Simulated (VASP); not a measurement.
**Hf4HS8 (a cell with a defect): single point with PBE+D3(BJ)**

Hf4HS8 (a cell with a defect):

```
Hf S H
1.0
     3.60586    0.00000    5.77039
     3.60586    0.00000   -5.77039
    -3.60586    6.24554    0.00000
Hf S H
4 8 1
Cartesian
  1.7396 3.1669 -5.7158
  3.6221 -0.0549 -5.8332
  1.8491 3.1465 -0.0391
  3.5936 -0.0134 0.0281
  5.3776 1.0746 -1.4503
  3.6283 4.1424 -1.5155
  1.7952 1.0422 -1.4663
  -0.0262 4.1349 -1.4132
  0.0639 2.0384 1.4849
  -1.8323 5.2275 1.4944
  3.5882 2.0859 1.4848
  1.8240 5.2125 1.4426
  4.2358 1.7052 -3.0283
```

| Quantity | Value |
| --- | --- |
| Program | VASP 6.6.1 |
| Task | single point |
| Functional | PBE |
| Dispersion | D3(BJ) |
| Potentials or basis | VASP PAW PBE potentials, release 64 (Hf_pv, S, H) |
| Cutoff | 520 eV |
| k mesh | 3 × 3 × 3 |
| Occupations | gaussian, width 0.02 eV |
| Spin | collinear spin |
| Starting moments | [0.14, 0.15, 0.14, 0.08, 0.02, 0.02, 0.02, 0.02, 0.0, 0.01, 0.01, 0.01, 0.01] μB |

| Property | Result |
| --- | --- |
| Pressure | -1.0 GPa |
| Largest force | 0.162 eV/Å |
| Net moment | 0.22 μB per cell |
| Site moments | Hf +0.04, +0.02 (each value once); S +0.00, -0.00 (each value once); H +0.00 μB |
| Valence electrons inside the program's atomic spheres | Hf 8.29, 8.31 (each value once); S 3.77, 3.80 (each value once); H 0.53 |
| Dispersion energy per atom | -0.325 eV |

Forces in eV/Å, atoms in the order of the input:
```
Hf  -0.056  0.034 -0.009
Hf  -0.008  0.000  0.027
Hf   0.023  0.007 -0.026
Hf   0.016  0.007 -0.012
S    0.042 -0.009  0.086
S    0.033 -0.018  0.077
S    0.025 -0.007  0.071
S    0.014 -0.006  0.067
S    0.019 -0.020 -0.027
S   -0.001 -0.013 -0.067
S    0.006 -0.005 -0.055
S    0.002 -0.038 -0.039
H   -0.114  0.068 -0.093
```

Stress tensor (GPa, compression positive):
```
-1.33  0.43 -0.85
 0.43 -1.09  0.40
-0.85  0.40 -0.52
```

Levels at points of the mesh, in eV from the Fermi level:
Spin up:
| k point | band 40 | band 41 | band 42 | band 43 | band 44 | band 45 | band 46 | band 47 | band 48 | band 49 |
| --- | --- | --- | --- | --- | --- | --- | --- | --- | --- | --- |
| (0.00, 0.00, 0.00) | -2.20 | -2.07 | -1.34 | -1.31 | -1.22 | -0.45 | -0.19 | -0.03 | 0.88 | 0.93 |
Spin down:
| k point | band 40 | band 41 | band 42 | band 43 | band 44 | band 45 | band 46 | band 47 | band 48 | band 49 |
| --- | --- | --- | --- | --- | --- | --- | --- | --- | --- | --- |
| (0.00, 0.00, 0.00) | -2.20 | -2.06 | -1.34 | -1.31 | -1.21 | -0.40 | -0.16 | 0.00 | 0.92 | 0.95 |

It took 17 min on 1 thread of Oxide Virtual Turin-like Processor (shared host), peak memory 0.65 GiB.

Caveat: the k points lie up to 0.38 Å⁻¹ apart; spin-orbit coupling is left out, which moves the levels of the heavy elements.
